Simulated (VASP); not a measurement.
# Ge2Sb2Te5 (P-3m1) in VASP: a series of runs, part 2 of 2

VASP 6.6.1. Earlier steps stand in the parts before.

**3. Single point, PBE**

This run uses another cell than the first one, of 34.24 Å³/atom.

INCAR

```
SYSTEM = Ge2Sb2Te5
ALGO = Normal
EDIFF = 1E-6
ENCUT = 520
GGA = PE
ISIF = 2
ISMEAR = 0
LASPH = .TRUE.
LCHARG = .FALSE.
LREAL = .FALSE.
LWAVE = .FALSE.
NBANDS = 44
NELM = 60
PREC = Accurate
SIGMA = 0.03
```

KPOINTS

```
k-points
0
G
  9 9 2
  0 0 0
```

POSCAR

```
Ge2Sb2Te5
1.0
    4.3635000000      0.0000000000      0.0000000000
   -2.1817500000      3.7789018494      0.0000000000
    0.0000000000      0.0000000000     18.6894000000
Ge Sb Te
2 2 5
Direct
    0.0000000000      0.0000000000      0.3314713560
    0.0000000000      0.0000000000      0.6685286440
    0.3333333333      0.6666666667      0.1121550832
    0.6666666667      0.3333333333      0.8878449168
    0.0000000000      0.0000000000      0.0000000000
    0.3333333333      0.6666666667      0.7913602895
    0.6666666667      0.3333333333      0.2086397105
    0.3333333333      0.6666666667      0.4097504733
    0.6666666667      0.3333333333      0.5902495267
```

Potentials or basis: VASP PAW PBE potentials, release 64 (Ge_d, Sb, Te).

On the command line:

```bash
$ cat potpaw_PBE.64/Ge_d/POTCAR potpaw_PBE.64/Sb/POTCAR potpaw_PBE.64/Te/POTCAR > POTCAR
$ mpirun -np 1 vasp_std > vasp.out
```

OUTCAR:

```text
SYSTEM = Ge2Sb2Te5
   EDIFF = 1E-6
   ENCUT = 520
   GGA = PE
   ISIF = 2
   ISMEAR = 0
   LASPH = .TRUE.
   LREAL = .FALSE.
   NELM = 60
   PREC = Accurate

 ion  position               nearest neighbor table
   1  0.000  0.000  0.331-   8 2.91   8 2.91   8 2.91
   2  0.000  0.000  0.669-   9 2.91   9 2.91   9 2.91
   3  0.333  0.667  0.112-   7 3.10   7 3.10   7 3.10   5 3.28   5 3.28   5 3.28
   4  0.667  0.333  0.888-   6 3.10   6 3.10   6 3.10   5 3.28   5 3.28   5 3.28
   5  0.000  0.000  0.000-   3 3.28   4 3.28   3 3.28   4 3.28   4 3.28   3 3.28
   6  0.333  0.667  0.791-   4 3.10   4 3.10   4 3.10
   7  0.667  0.333  0.209-   3 3.10   3 3.10   3 3.10
   8  0.333  0.667  0.410-   1 2.91   1 2.91   1 2.91
   9  0.667  0.333  0.590-   2 2.91   2 2.91   2 2.91

  LATTYP: Found a hexagonal cell.
 ALAT       =     4.3635000000
 C/A-ratio  =     4.2831213475

  Lattice vectors:

 A1 = (   4.3635000000,   0.0000000000,   0.0000000000)
 A2 = (  -2.1817500000,   3.7789018494,   0.0000000000)
 A3 = (   0.0000000000,   0.0000000000,  18.6894000000)

Analysis of symmetry for initial positions (statically):
=====================================================================
 Subroutine PRICEL returns:
 Original cell was already a primitive cell.

 Routine SETGRP: Setting up the symmetry group for a
 hexagonal supercell.

 Subroutine GETGRP returns: Found 12 space group operations
 (whereof 12 operations were pure point group operations)
 out of a pool of 24 trial point group operations.

The static configuration has the point symmetry D_3d.

Analysis of symmetry for dynamics (positions and initial velocities):
=====================================================================
 Subroutine PRICEL returns:
 Original cell was already a primitive cell.

 Routine SETGRP: Setting up the symmetry group for a
 hexagonal supercell.

 Subroutine GETGRP returns: Found 12 space group operations
 (whereof 12 operations were pure point group operations)
 out of a pool of 24 trial point group operations.

The dynamic configuration has the point symmetry D_3d.

 Subroutine INISYM returns: Found 12 space group operations
 (whereof 12 operations are pure point group operations),
 and found     1 'primitive' translations

----------------------------------------------------------------------------------------

                                     Primitive cell

  volume of cell :     308.1740

  direct lattice vectors                    reciprocal lattice vectors
     4.363500000  0.000000000  0.000000000     0.229173828  0.132313571  0.000000000
    -2.181750000  3.778901849  0.000000000     0.000000000  0.264627143  0.000000000
     0.000000000  0.000000000 18.689400000     0.000000000  0.000000000  0.053506266

  length of vectors
     4.363500000  4.363500000 18.689400000     0.264627143  0.264627143  0.053506266

  position of ions in fractional coordinates (direct lattice)
     0.000000000  0.000000000  0.331471356
[... 45 lines left out ...]
 Found     24 irreducible k-points:

 Following reciprocal coordinates:
            Coordinates               Weight
  0.000000  0.000000  0.000000      1.000000
  0.111111  0.000000  0.000000      6.000000
  0.222222 -0.000000  0.000000      6.000000
  0.333333 -0.000000  0.000000      6.000000
  0.444444 -0.000000  0.000000      6.000000
  0.111111  0.111111  0.000000      6.000000
[... 16 lines left out ...]
  0.333333  0.222222  0.500000     12.000000
  0.333333  0.333333  0.500000      2.000000
   k-points           NKPTS =     24   k-points in BZ     NKDIM =     24   number of bands    NBANDS=     44
   number of dos      NEDOS =    301   number of ions     NIONS =      9
   total plane-waves  NPLWV = 143360
   dimension x,y,z NGX =    32 NGY =   32 NGZ =  140
   dimension x,y,z NGXF=    64 NGYF=   64 NGZF=  280
   ions per type =               2   2   5
   NGX,Y,Z   is equivalent  to a cutoff of  12.19, 12.19, 12.45 a.u.
   NGXF,Y,Z  is equivalent  to a cutoff of  24.38, 24.38, 24.91 a.u.
 SYSTEM =  Ge2Sb2Te5
   PREC   = accura    normal or accurate (medium, high low for compatibility)
   ISTART =      0    job   : 0-new  1-cont  2-samecut
   ICHARG =      2    charge: 1-file 2-atom 10-const
   ISPIN  =      1    spin polarized calculation?
   LNONCOLLINEAR =      F non collinear calculations
   LSORBIT =      F    spin-orbit coupling
   LASPH  =      T    aspherical Exc in radial PAW
   ENCUT  =  520.0 eV  38.22 Ry    6.18 a.u.   8.11  8.11 34.75*2*pi/ulx,y,z
   NELM   =     60;   NELMIN=  2; NELMDL= -5     # of ELM steps
   EDIFF  = 0.1E-05   stopping-criterion for ELM
   LREAL  =      F    real-space projection
   EDIFFG = 0.1E-04   stopping-criterion for IOM
   NSW    =      0    number of steps for IOM
   IBRION =     -1    ionic relax: 0-MD 1-quasi-New 2-CG
   NFREE  =      0    steps in history (QN), initial steepest desc. (CG)
   ISIF   =      2    stress and relaxation
   ISYM   =      2    0-nonsym 1-usesym 2-fastsym
   POTIM  = 0.5000    time-step for ionic-motion
   TEBEG  =    0.0;   TEEND  =   0.0 temperature during run
   PSTRESS=    0.0 pullay stress
   NELECT =      68.0000    total number of electrons
   NUPDOWN=      -1.0000    fix difference up-down
   EMIN   =  10.00;   EMAX   =-10.00  energy-range for DOS
   EFERMI =   0.00;   METHOD = LEGACY
   ISMEAR =     0;   SIGMA  =   0.03  broadening in eV -4-tet -1-fermi 0-gaus
   EFERMI_NEDOS =   21; number of points for ismear=-14 and -15
   IALGO  =     38    algorithm
   IMIX   =      4    mixing-type and parameters
     AMIX     =   0.40;   BMIX     =  1.00
     AMIX_MAG =   1.60;   BMIX_MAG =  1.00
  volume/ion in A,a.u.               =      34.24       231.07
  Fermi-wavevector in a.u.,A,eV,Ry     =   0.989265  1.869439 13.315267  0.978645
  Thomas-Fermi vector in A             =   2.120851
   LORBIT       =      0    0 simple, 1 ext, 2 COOP (PROOUT), +10 PAW based schemes
   GGA     = PE    functional components
   LHFCALC =     F    Hartree Fock is set to
   AEXX    =    0.0000 exact exchange contribution
   IVDW    =     0    specifies the selected vdW correction
   LEPSILON=     F    determine dielectric tensor
   LRPA    =     F    only Hartree local field effects (RPA)
 non-spin polarized calculation
 Gauss-broadening in eV      SIGMA  =   0.03
  energy-cutoff  :      520.00
  volume of cell :      308.17
 maximum number of plane-waves:      8326
   NGX = 17   NGY = 17   NGZ = 69

 number of electron      67.9999968 magnetization

 Free energy of the ion-electron system (eV)
  ---------------------------------------------------
  ext. energy  EPLUGINS =         0.00000000
  ---------------------------------------------------
  free energy    TOTEN  =       -33.61639837 eV

  energy without entropy =      -33.61639793  energy(sigma->0) =      -33.61639815

 E-fermi :   5.0003     XC(G=0):  -8.8544

 val. band max:        4.9156681089   @ k =   0.1111   0.0000   0.5000
 cond. band min:       5.0850006179   @ k =   0.4444  -0.0000   0.5000
 fundamental gap:      0.1693325090
 Fermi energy:         5.0003342898

 k-point     1 :       0.0000    0.0000    0.0000
  band No.  band energies     occupation
      1     -19.8193      2.00000
      2     -19.8193      2.00000
      3     -19.8193      2.00000
      4     -19.8193      2.00000
      5     -19.8108      2.00000
      6     -19.8108      2.00000
[... 1117 lines left out ...]
     43       8.6797      0.00000
     44       8.8083      0.00000

------------------------ aborting loop because EDIFF is reached ----------------------------------------

  FORCE on cell =-STRESS in cart. coord.  units (eV):
  Direction    XX          YY          ZZ          XY          YZ          ZX
  --------------------------------------------------------------------------------------
  -------------------------------------------------------------------------------------
  Total       -5.7831833     -5.7831833     -6.0037462     -0.0000000      0.0000000      0.0000000
  in kB      -30.0664110    -30.0664110    -31.2131036     -0.0000000      0.0000000      0.0000000
  external PRESSURE =     -30.4486419 kB  Pullay stress =       0.0000000 kB

 VOLUME and BASIS-vectors are now :
 -----------------------------------------------------------------------------
  energy-cutoff  :      520.00
  volume of cell :      308.17
      direct lattice vectors                 reciprocal lattice vectors
     4.363500000  0.000000000  0.000000000     0.229173828  0.132313571  0.000000000
    -2.181750000  3.778901849  0.000000000     0.000000000  0.264627143  0.000000000
     0.000000000  0.000000000 18.689400000     0.000000000  0.000000000  0.053506266

 POSITION                                       TOTAL-FORCE (eV/Angst)
 -----------------------------------------------------------------------------------
      0.00000      0.00000      6.19500         0.000000      0.000000      0.312873
      0.00000      0.00000     12.49440         0.000000      0.000000     -0.312873
     -0.00000      2.51927      2.09611        -0.000000     -0.000000      0.160722
      2.18175      1.25963     16.59329         0.000000      0.000000     -0.160722
      0.00000      0.00000      0.00000        -0.000000      0.000000     -0.000000
     -0.00000      2.51927     14.79005         0.000000      0.000000      0.448736
      2.18175      1.25963      3.89935        -0.000000     -0.000000     -0.448736
     -0.00000      2.51927      7.65799         0.000000      0.000000     -0.412148
      2.18175      1.25963     11.03141        -0.000000      0.000000      0.412148
 -----------------------------------------------------------------------------------
    total drift:                                0.000000     -0.000000      0.000000

  FREE ENERGIE OF THE ION-ELECTRON SYSTEM (eV)
  ---------------------------------------------------
  free  energy   TOTEN  =       -33.6163983653 eV

  energy  without entropy=      -33.6163979296  energy(sigma->0) =      -33.61639815
```

Run time: 3.3 min. Hardware: 1 thread of Intel Xeon 6975P-C (Granite Rapids), shared host; peak memory 0.56 GiB.

What came out:

| Item | Value |
| --- | --- |
| Free energy | -33.6164 eV |
| Pressure | -3.0 GPa |
| Largest force | 0.449 eV/Å |
| Band gap on the k mesh | 0.17 eV (least direct gap 0.24 eV) |

Forces on the atoms (eV/Å):
```
Ge   0.000  0.000  0.313
Ge   0.000  0.000 -0.313
Sb   0.000  0.000  0.161
Sb   0.000  0.000 -0.161
Te   0.000  0.000  0.000
Te   0.000  0.000  0.449
Te   0.000  0.000 -0.449
Te   0.000  0.000 -0.412
Te   0.000  0.000  0.412
```

Stress tensor (GPa, compression positive):
```
-3.01  0.00  0.00
 0.00 -3.01  0.00
 0.00  0.00 -3.12
```

Caveat: the cell stands under tension; semilocal functionals underestimate gaps, and a narrow one can read as zero; spin-orbit coupling is left out, which moves the levels of the heavy elements; this functional lacks dispersion, which binds layers or chains, so the pressure and a relaxed spacing across them are unreliable. A k mesh can miss the band edges.

**4. Single point, PBE**

This run uses another cell than the first one, of 32.58 Å³/atom.

INCAR

```
PREC = Accurate
ENCUT = 520
EDIFF = 1E-6
ISMEAR = 0
SIGMA = 0.03
LREAL = False
LASPH = True
NELM = 60
ALGO = Normal
ISIF = 2
LWAVE = False
LCHARG = False
GGA = PE
NBANDS = 44
```

KPOINTS

```
regular mesh
0
Gamma
  9 9 2
```

Changes to POSCAR since step 3:

```diff
@@ -4,3 +4,3 @@
    -2.1817500000      3.7789018494      0.0000000000
-    0.0000000000      0.0000000000     18.6894000000
+    0.0000000000      0.0000000000     17.7851000000
 Ge Sb Te
```

Potentials or basis: VASP PAW PBE potentials, release 64 (Ge_d, Sb, Te).

On the command line:

```bash
$ cat potpaw_PBE.64/Ge_d/POTCAR potpaw_PBE.64/Sb/POTCAR potpaw_PBE.64/Te/POTCAR > POTCAR
$ mpirun -np 1 vasp_std > vasp.out
```

OUTCAR:

```text
PREC = Accurate
   ENCUT = 520
   EDIFF = 1E-6
   ISMEAR = 0
   LREAL = False
   LASPH = True
   NELM = 60
   ISIF = 2
   GGA = PE

 ion  position               nearest neighbor table
   1  0.000  0.000  0.331-   8 2.88   8 2.88   8 2.88
   2  0.000  0.000  0.669-   9 2.88   9 2.88   9 2.88
   3  0.333  0.667  0.112-   7 3.05   7 3.05   7 3.05   5 3.21   5 3.21   5 3.21
   4  0.667  0.333  0.888-   6 3.05   6 3.05   6 3.05   5 3.21   5 3.21   5 3.21
   5  0.000  0.000  0.000-   3 3.21   4 3.21   3 3.21   4 3.21   4 3.21   3 3.21
   6  0.333  0.667  0.791-   4 3.05   4 3.05   4 3.05
   7  0.667  0.333  0.209-   3 3.05   3 3.05   3 3.05
   8  0.333  0.667  0.410-   1 2.88   1 2.88   1 2.88
   9  0.667  0.333  0.590-   2 2.88   2 2.88   2 2.88

  LATTYP: Found a hexagonal cell.
 ALAT       =     4.3635000000
 C/A-ratio  =     4.0758794546

  Lattice vectors:

 A1 = (   4.3635000000,   0.0000000000,   0.0000000000)
 A2 = (  -2.1817500000,   3.7789018494,   0.0000000000)
 A3 = (   0.0000000000,   0.0000000000,  17.7851000000)

Analysis of symmetry for initial positions (statically):
[... 192 lines left out ...]

 k-point     1 :       0.0000    0.0000    0.0000
  band No.  band energies     occupation
      1     -19.3116      2.00000
      2     -19.3116      2.00000
      3     -19.3116      2.00000
      4     -19.3116      2.00000
      5     -19.3027      2.00000
      6     -19.3027      2.00000
[... 1117 lines left out ...]
     43       9.3675      0.00000
     44       9.5552      0.00000

------------------------ aborting loop because EDIFF is reached ----------------------------------------

  FORCE on cell =-STRESS in cart. coord.  units (eV):
  Direction    XX          YY          ZZ          XY          YZ          ZX
  --------------------------------------------------------------------------------------
  -------------------------------------------------------------------------------------
  Total       -3.2765816     -3.2765816     -0.8474373      0.0000000      0.0000000      0.0000000
  in kB      -17.9008919    -17.9008919     -4.6297898      0.0000000      0.0000000      0.0000000
  external PRESSURE =     -13.4771912 kB  Pullay stress =       0.0000000 kB

 VOLUME and BASIS-vectors are now :
 -----------------------------------------------------------------------------
  energy-cutoff  :      520.00
  volume of cell :      293.26
      direct lattice vectors                 reciprocal lattice vectors
     4.363500000  0.000000000  0.000000000     0.229173828  0.132313571  0.000000000
    -2.181750000  3.778901849  0.000000000     0.000000000  0.264627143  0.000000000
     0.000000000  0.000000000 17.785100000     0.000000000  0.000000000  0.056226842

 POSITION                                       TOTAL-FORCE (eV/Angst)
 -----------------------------------------------------------------------------------
      0.00000      0.00000      5.89525        -0.000000     -0.000000      0.061338
      0.00000      0.00000     11.88985         0.000000      0.000000     -0.061338
     -0.00000      2.51927      1.99469        -0.000000      0.000000      0.034714
      2.18175      1.25963     15.79041        -0.000000     -0.000000     -0.034714
      0.00000      0.00000      0.00000        -0.000000      0.000000      0.000000
     -0.00000      2.51927     14.07442        -0.000000      0.000000      0.077858
      2.18175      1.25963      3.71068        -0.000000     -0.000000     -0.077858
     -0.00000      2.51927      7.28745         0.000000      0.000000     -0.031489
      2.18175      1.25963     10.49765         0.000000     -0.000000      0.031489
 -----------------------------------------------------------------------------------
    total drift:                                0.000000     -0.000000      0.000000

  FREE ENERGIE OF THE ION-ELECTRON SYSTEM (eV)
  ---------------------------------------------------
  free  energy   TOTEN  =       -33.7860922758 eV

  energy  without entropy=      -33.7860922556  energy(sigma->0) =      -33.78609227
```

OSZICAR:

```text
N       E                     dE             d eps       ncg     rms          rms(c)
DAV:   1     0.593611198911E+03    0.59361E+03   -0.27274E+04  2612   0.199E+03
DAV:   2     0.619495525281E+02   -0.53166E+03   -0.51090E+03  2284   0.559E+02
DAV:   3    -0.279636344069E+02   -0.89913E+02   -0.86963E+02  2524   0.150E+02
DAV:   4    -0.338922720329E+02   -0.59286E+01   -0.58606E+01  2584   0.452E+01
DAV:   5    -0.341061443087E+02   -0.21387E+00   -0.21337E+00  2976   0.873E+00    0.960E+00
DAV:   6    -0.339168544488E+02    0.18929E+00   -0.27679E+00  3060   0.593E+00    0.806E+00
DAV:   7    -0.338310360450E+02    0.85818E-01   -0.21003E+00  2740   0.435E+00    0.388E+00
DAV:   8    -0.337855050157E+02    0.45531E-01   -0.48457E-01  2928   0.239E+00    0.680E-01
DAV:   9    -0.337869958034E+02   -0.14908E-02   -0.71816E-02  2516   0.952E-01    0.627E-01
DAV:  10    -0.337862862188E+02    0.70958E-03   -0.67683E-03  2776   0.273E-01    0.469E-01
DAV:  11    -0.337862870934E+02   -0.87462E-06   -0.54714E-04  2472   0.881E-02    0.308E-01
DAV:  12    -0.337860772055E+02    0.20989E-03   -0.14075E-03  2600   0.127E-01    0.162E-01
DAV:  13    -0.337860957379E+02   -0.18532E-04   -0.22696E-04  2568   0.604E-02    0.962E-02
DAV:  14    -0.337860919030E+02    0.38349E-05   -0.13057E-05  2632   0.142E-02    0.596E-02
DAV:  15    -0.337860911234E+02    0.77960E-06   -0.29369E-05  2440   0.189E-02    0.195E-02
DAV:  16    -0.337860923322E+02   -0.12088E-05   -0.73735E-06  2184   0.843E-03    0.282E-02
DAV:  17    -0.337860922758E+02    0.56340E-07   -0.19985E-07  1324   0.255E-03
   1 F= -.33786092E+02 E0= -.33786092E+02  d E =-.202442E-07
```

stdout:

```text
POSCAR found type information on POSCAR GeSbTe
 POSCAR found :  3 types and       9 ions
 scaLAPACK will be used
 LDA part: xc-table for (Slater+PW92), standard interpolation
 POSCAR, INCAR and KPOINTS ok, starting setup
 FFT: planning ... GRIDC
 FFT: planning ... GRID_SOFT
 FFT: planning ... GRID
 WAVECAR not read
 entering main loop
```

It took 7 min on 1 thread of Oxide Virtual Turin-like, shared host; peak memory 0.52 GiB.

What came out:

* Free energy: -33.7861 eV
* Pressure: -1.3 GPa
* Largest force: 0.078 eV/Å
* Band gap on the k mesh: 0.19 eV (least direct gap 0.21 eV)

Forces in eV/Å, atoms in the order of the input:
```
Ge   0.000  0.000  0.061
Ge   0.000  0.000 -0.061
Sb   0.000  0.000  0.035
Sb   0.000  0.000 -0.035
Te   0.000  0.000  0.000
Te   0.000  0.000  0.078
Te   0.000  0.000 -0.078
Te   0.000  0.000 -0.031
Te   0.000  0.000  0.031
```

Levels at points of the mesh, in eV from the valence-band top:
```
           k point  band 31  band 32  band 33  band 34  band 35  band 36  band 37  band 38
(0.00, 0.00, 0.00)    -1.28    -1.26    -1.11    -0.16     0.19     0.19     0.31     1.05
(0.00, 0.00, 0.50)    -1.31    -1.31    -1.06    -0.16     0.21     0.21     0.31     1.06
```

Caveat: semilocal functionals underestimate gaps, and a narrow one can read as zero; spin-orbit coupling is left out, which moves the levels of the heavy elements; this functional lacks dispersion, which binds layers or chains, so the pressure and a relaxed spacing across them are unreliable. A k mesh can miss the band edges.

**5. Overview**

```csv
cell,gap on the mesh (eV),pressure (GPa),largest force (eV/Å)
"a = 4.463, b = 4.463, c = 17.785 Å, angles 90.0, 90.0, 120.0°, 9 atoms",0.19,-3.0,0.27
"a = 4.364, b = 4.363, c = 18.689 Å, angles 90.0, 90.0, 120.0°, 9 atoms",0.17,-3.0,0.45
"a = 4.364, b = 4.363, c = 17.785 Å, angles 90.0, 90.0, 120.0°, 9 atoms",0.19,-1.3,0.08
```

Alike in all rows: task single point; level PBE; potentials or basis VASP PAW PBE potentials, release 64 (Ge_d, Sb, Te); no spin polarisation; k mesh 9 × 9 × 2; cutoff (eV) 520; smearing gaussian 0.03 eV.

Caveats: semilocal functionals underestimate gaps, and a narrow one can read as zero; spin-orbit coupling is left out, which moves the levels of the heavy elements; this functional lacks dispersion, which binds layers or chains, so the pressure and a relaxed spacing across them are unreliable; the cell stands under tension (at least some runs).

Absolute energies hang on the potentials; compare differences alone.
